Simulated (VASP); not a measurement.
MgB4C, 6 atoms in the cell. The structure is orthorhombic, space group Cmmm (No. 65). Conventional cell: a = 5.725 Å, b = 8.654 Å, c = 3.622 Å, α = 90.00°, β = 90.00°, γ = 90.00°. Mg (site symmetry mmm) has 2 C at 1.81 Å and 4 B at 2.07 Å within 2.4 Å. B (site symmetry m) has 2 B at 1.64 to 1.98 Å and 1 C at 2.00 Å and 1 Mg at 2.07 Å within 2.2 Å. Within 2.4 Å of C (site symmetry mmm) lie 2 Mg at 1.81 Å and 4 B at 2.00 Å. 

| Quantity | Value |
| --- | --- |
| Program | VASP 6.6.1 |
| Task | single point |
| Functional | PBE |
| Potentials or basis | VASP PAW PBE potentials, release 64 (Mg, B, C) |
| Cutoff | 520 eV |
| k mesh | 4 × 4 × 6 |
| Occupations | gaussian, width 0.1 eV |
| Spin | no spin polarisation |
| Dipole correction | no |
| Further INCAR settings | ALGO = Normal; EDIFF = 1e-07; NBANDS = 18 |

Potentials or basis: VASP PAW PBE potentials, release 64 (Mg, B, C).

The run is started by

```sh
$ cat potpaw_PBE.64/Mg/POTCAR potpaw_PBE.64/B/POTCAR potpaw_PBE.64/C/POTCAR > POTCAR
$ mpirun -np 1 vasp_std > vasp.out
```

Hardware: 1 thread of Intel(R) Xeon(R) Platinum 8488C (Sapphire Rapids), on a shared host.

Question: Estimate the wall time of this run.

Answer: It took 41 s on 1 thread of Intel(R) Xeon(R) Platinum 8488C (Sapphire Rapids) (shared host), peak memory 0.21 GiB. Counts: scf iterations 16, k points 28.
